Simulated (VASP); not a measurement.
# Zn (P-1) in VASP: notebook, part 2 of 2

VASP 6.6.1.

## 3. Single point, PBEsol (the cell strained at random)

INCAR reads:

```
PREC = Accurate
ENCUT = 520
EDIFF = 1E-6
ISMEAR = -1
SIGMA = 0.05
LREAL = F
LASPH = T
NELM = 100
ALGO = Fast
ISIF = 2
LWAVE = F
LCHARG = T
GGA = PS
LELF = T
LVHAR = T
NBANDS = 12
```

KPOINTS reads:

```
regular mesh
0
Gamma
  12 12 12
```

POSCAR reads:

```
Zn
1.0
   -1.5271390000      1.5617310000      1.5269050000
    1.4864710000     -1.6587790000      1.5832850000
    1.5658470000      1.6974880000     -1.6239530000
Zn
1
Direct
    0.0197600000     -0.0046890000      0.0109340000
```

Potentials or basis: VASP PAW PBE potentials, release 64 (Zn).

The run is started by

```
$ cat potpaw_PBE.64/Zn/POTCAR > POTCAR
$ mpirun -np 1 vasp_std > vasp.out
```

OUTCAR:

```text
PREC = Accurate
   ENCUT = 520
   EDIFF = 1E-6
   ISMEAR = -1
   LREAL = F
   LASPH = T
   NELM = 100
   ISIF = 2
   GGA = PS

 ion  position               nearest neighbor table
   1  0.020  0.995  0.011-

  LATTYP: Found a triclinic cell.
 ALAT       =     7.5087955007
 B/A-ratio  =     0.3549263830
 C/A-ratio  =     0.5727454397
 COS(alpha) =     0.0003009652
 COS(beta)  =     0.2809417661
 COS(gamma) =     0.9428670651

  Lattice vectors:

 A1 = (  -6.1065960000,   3.0847530000,   3.0944780000)
 A2 = (  -1.5271390000,   1.5617310000,   1.5269050000)
 A3 = (  -3.0116500000,   0.0583390000,  -3.0695220000)

Analysis of symmetry for initial positions (statically):
=====================================================================
 Subroutine PRICEL returns:
 Original cell was already a primitive cell.

 Routine SETGRP: Setting up the symmetry group for a
 triclinic supercell.

 Subroutine GETGRP returns: Found  2 space group operations
 (whereof  1 operations were pure point group operations)
 out of a pool of  2 trial point group operations.

The static configuration has the point symmetry C_1 .
 The point group associated with its full space group is S_2 .

Analysis of symmetry for dynamics (positions and initial velocities):
=====================================================================
 Subroutine PRICEL returns:
 Original cell was already a primitive cell.

 Routine SETGRP: Setting up the symmetry group for a
 triclinic supercell.

 Subroutine GETGRP returns: Found  2 space group operations
 (whereof  1 operations were pure point group operations)
 out of a pool of  2 trial point group operations.

The dynamic configuration has the point symmetry C_1 .
 The point group associated with its full space group is S_2 .

 Subroutine INISYM returns: Found  2 space group operations
 (whereof  1 operations are pure point group operations),
 and found     1 'primitive' translations
[... 111 lines left out ...]
   IMIX   =      4    mixing-type and parameters
     AMIX     =   0.40;   BMIX     =  1.00
     AMIX_MAG =   1.60;   BMIX_MAG =  1.00
  volume/ion in A,a.u.               =      15.45       104.27
  Fermi-wavevector in a.u.,A,eV,Ry     =   1.504811  2.843681 30.809808  2.264457
  Thomas-Fermi vector in A             =   2.615742
   LORBIT       =      0    0 simple, 1 ext, 2 COOP (PROOUT), +10 PAW based schemes
   GGA     = PS    functional components
   LHFCALC =     F    Hartree Fock is set to
   AEXX    =    0.0000 exact exchange contribution
   IVDW    =     0    specifies the selected vdW correction
   LEPSILON=     F    determine dielectric tensor
   LRPA    =     F    only Hartree local field effects (RPA)
 non-spin polarized calculation
 RMM-DIIS sequential band-by-band and
  energy-cutoff  :      520.00
  volume of cell :       15.45
 maximum number of plane-waves:       428
   NGX =  9   NGY = 11   NGZ = 11

 number of electron      12.0000001 magnetization

 Free energy of the ion-electron system (eV)
  ---------------------------------------------------
  ext. energy  EPLUGINS =         0.00000000
  ---------------------------------------------------
  free energy    TOTEN  =        -1.47735394 eV

  energy without entropy =       -1.47460131  energy(sigma->0) =       -1.47597763

 E-fermi :   2.9615     XC(G=0): -11.6275

 val. band max:        2.9177721730   @ k =  -0.4167  -0.3333   0.2500
 cond. band min:       2.9649960360   @ k =   0.5000   0.2500   0.5000
 fundamental gap:      0.0472238630
 Fermi energy:         2.9615459876

 k-point     1 :       0.0000    0.0000    0.0000
  band No.  band energies     occupation
      1      -7.4386      2.00000
      2      -4.9054      2.00000
      3      -4.8767      2.00000
      4      -4.6684      2.00000
      5      -4.3510      2.00000
      6      -4.2685      2.00000
      7      19.8658      0.00000
      8      21.6241      0.00000
      9      22.4301      0.00000
     10      23.1873      0.00000
     11      23.8118      0.00000
     12      24.1947      0.00000
[... 331 lines left out ...]
 k-point    24 :       0.3333    0.1667   -0.0000
  band No.  band energies     occupation
      1      -5.2237      2.00000
      2      -4.9517      2.00000
      3      -4.5171      2.00000
      4      -4.4099      2.00000
      5      -4.1821      2.00000
      6      -0.3849      2.00000
      7       4.9647      0.00000
      8      10.4772      0.00000
      9      13.5139      0.00000
     10      20.8117      0.00000
     11      22.2483      0.00000
     12      26.7812      0.00000

 [... further k-points ...]
[... 5 lines left out ...]
  --------------------------------------------------------------------------------------
  -------------------------------------------------------------------------------------
  Total       -0.5578913     -0.3811948     -0.3968624      0.0580424     -0.1333829      0.0185148
  in kB      -57.8496233    -39.5273689    -41.1520015      6.0186147    -13.8309178      1.9198640
  external PRESSURE =     -46.1763312 kB  Pullay stress =       0.0000000 kB

 VOLUME and BASIS-vectors are now :
 -----------------------------------------------------------------------------
  energy-cutoff  :      520.00
  volume of cell :       15.45
      direct lattice vectors                 reciprocal lattice vectors
    -1.527139000  1.561731000  1.526905000     0.000399444  0.316685462  0.331410600
     1.486471000 -1.658779000  1.583285000     0.331890815  0.005766729  0.326043420
     1.565847000  1.697488000 -1.623953000     0.323954980  0.303382543  0.013702465

 POSITION                                       TOTAL-FORCE (eV/Angst)
 -----------------------------------------------------------------------------------
      1.46645     -1.60158      1.58828         0.000000      0.000000     -0.000000
 -----------------------------------------------------------------------------------
    total drift:                               -0.000004     -0.000001      0.000138

  FREE ENERGIE OF THE ION-ELECTRON SYSTEM (eV)
  ---------------------------------------------------
  free  energy   TOTEN  =        -1.4773539443 eV

  energy  without entropy=       -1.4746013104  energy(sigma->0) =       -1.47597763
```

OSZICAR:

```text
N       E                     dE             d eps       ncg     rms          rms(c)
DAV:   1     0.427781306345E+02    0.42778E+02   -0.65510E+03 21284   0.158E+03
DAV:   2    -0.301205093064E+00   -0.43079E+02   -0.40556E+02 21696   0.216E+02
DAV:   3    -0.160589105617E+01   -0.13047E+01   -0.13026E+01 23804   0.373E+01
DAV:   4    -0.160899132883E+01   -0.31003E-02   -0.31001E-02 22772   0.178E+00
DAV:   5    -0.160899369500E+01   -0.23662E-05   -0.23663E-05 23664   0.475E-02    0.280E+00
RMM:   6    -0.148657940457E+01    0.12241E+00   -0.31111E-01 25466   0.748E+00    0.218E+00
RMM:   7    -0.148072161144E+01    0.58578E-02   -0.10009E-02 26504   0.154E+00    0.105E+00
RMM:   8    -0.147740504721E+01    0.33166E-02   -0.17363E-03 25069   0.379E-01    0.656E-02
RMM:   9    -0.147736363503E+01    0.41412E-04   -0.49513E-04 27153   0.347E-01    0.610E-02
RMM:  10    -0.147735390385E+01    0.97312E-05   -0.31774E-05 26641   0.664E-02    0.447E-03
RMM:  11    -0.147735394434E+01   -0.40497E-07   -0.26350E-06 20759   0.182E-02
   1 F= -.14773539E+01 E0= -.14759776E+01  d E =-.275263E-02
```

stdout:

```text
POSCAR found type information on POSCAR Zn
 POSCAR found :  1 types and       1 ions
 scaLAPACK will be used
 -----------------------------------------------------------------------------
|                                                                             |
|                                                                             |
|     You enforced a specific xc type in the INCAR file but a different       |
|     I HOPE YOU KNOW WHAT YOU ARE DOING!                                     |
|                                                                             |
 -----------------------------------------------------------------------------

 LDA part: xc-table for (Slater+PW92), standard interpolation
 POSCAR, INCAR and KPOINTS ok, starting setup
 FFT: planning ... GRIDC
 FFT: planning ... GRID_SOFT
 FFT: planning ... GRID
 WAVECAR not read
 entering main loop
WARNING in EDDRMM: call to ZHEGV failed, returncode =   6  3     11
WARNING in EDDRMM: call to ZHEGV failed, returncode =   8  4     11
WARNING in EDDRMM: call to ZHEGV failed, returncode =   6  3     12
WARNING in EDDRMM: call to ZHEGV failed, returncode =   8  4     11
WARNING in EDDRMM: call to ZHEGV failed, returncode =   8  4     11
```

It took 4.3 min on 1 thread of AMD EPYC 7R13, shared host; peak memory 0.23 GiB.

What came out:

```
Free energy            : -1.4774 eV
Pressure               : -4.6 GPa
Band gap on the k mesh : zero (band 6 reaches 6.09 eV, above the bottom of band 7 at 1.05 eV)
```

Stress tensor (GPa, compression positive):
```
-5.78  0.60  0.19
 0.60 -3.95 -1.38
 0.19 -1.38 -4.12
```

Caveat: the cell differs from its parent crystal (the cell strained at random); the PAW data sets were made with another functional, which shifts forces and pressure a little.
